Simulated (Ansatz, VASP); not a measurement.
TaN in VASP and in Ansatz

INCAR

```
PREC = Accurate ; ENCUT = 520
EDIFF = 1E-6 ; ISMEAR = 0
SIGMA = 0.05 ; LREAL = False
LASPH = True ; NELM = 150
ALGO = Normal ; ISIF = 2
LWAVE = False ; LCHARG = True
ISPIN = 2 ; MAGMOM = 0.5 0
LORBIT = 11 ; LMAXMIX = 4
GGA = PS ; LELF = True
LVHAR = True ; NBANDS = 19
```

The input KPOINTS:

```
regular mesh
0
Gamma
  7 7 7
```

POSCAR

```
TaN
1.0
    0.0000000000      2.4911437700      2.4911437700
    2.4911437700      0.0000000000      2.4911437700
    2.4911437700      2.4911437700      0.0000000000
Ta N
1 1
Direct
    0.0000000000      0.0000000000      0.0000000000
    0.2500000000      0.2500000000      0.2500000000
```

The input input.yaml:

```yaml
crystal:
  lattice:
    - [0.0, 2.49114377, 2.49114377]
    - [2.49114377, 0.0, 2.49114377]
    - [2.49114377, 2.49114377, 0.0]
  atoms:
    - { symbol: Ta, position: [0.0, 0.0, 0.0], spin: 0.5 }
    - { symbol: "N", position: [0.25, 0.25, 0.25] }
kpoints:
  mp_grid: { grid: [7, 7, 7] }
scf:
  occupations: { method: gaussian, width: 0.05 }
hamiltonian:
  xc: pbesol
  pseudopotentials: { kind: all_electron, lapw: { basis_error: 0.001 } }
magnetization:
  spin_polarized: true
output:
  forces: true
  stress: true
  eigenvalues: true
```

Alike in both runs: task single point; functional PBEsol; k mesh 7 × 7 × 7; occupations gaussian, width 0.05 eV; collinear spin.

|  | VASP | Ansatz |
| --- | --- | --- |
| version | VASP 6.6.1 | Ansatz 0.2.0 |
| potentials or method | VASP PAW PBE potentials, release 64 (Ta_pv, N), cutoff 520 eV | all-electron LAPW, scalar-relativistic |

|  | VASP | Ansatz | Ansatz less VASP |
| --- | --- | --- | --- |
| gap on the k mesh at the Fermi level (eV) | none | none | - |
| net moment per atom (μB) | 0.00 | 0.00 | 0.000 |

VASP's potentials were made for PBE, not for PBEsol. A gap of «none» marks a metal or a gap that the smearing closes. Ansatz ran all-electron here, and VASP with PAW potentials.

Spin-orbit coupling is off throughout. Noted on Ansatz's run: the k mesh is thin for a metal, which can move the energy by tens of meV per atom.
